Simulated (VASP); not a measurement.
Runs of VASP 6.6.1 on CdTe. The structure is that of space group I-4m2 (No. 119), or close to it. The cells are those of the table. 

```csv
cell,gap on the mesh (eV),pressure (GPa)
"a = 4.706, b = 4.706, c = 4.775 Å, angles 59.5, 59.5, 61.0°, 2 atoms",0.91,-2.0
"a = 4.638, b = 4.638, c = 4.497 Å, angles 61.0, 61.0, 58.0°, 2 atoms",(b),1.5
"a = 4.638, b = 4.638, c = 4.775 Å, angles 59.0, 59.0, 62.0°, 2 atoms",(a),-1.0
"a = 4.567, b = 4.567, c = 4.636 Å, angles 59.5, 59.5, 61.0°, 2 atoms",1.19,1.5
```

Alike in all rows: task single point; level r2SCAN; potentials or basis VASP PAW PBE potentials, release 64 (Cd, Te); no spin polarisation; k mesh 8 × 8 × 8; cutoff (eV) 520; smearing gaussian 0.05 eV.

Fill in the values left out.

(a) 0.94; (b) 1.18.

Caveats: the PAW data sets were made with another functional, which shifts forces and pressure a little; spin-orbit coupling is left out, which moves the levels of the heavy elements.

A k mesh can miss the band edges, and the runs leave out spin-orbit coupling on Cd, Te.
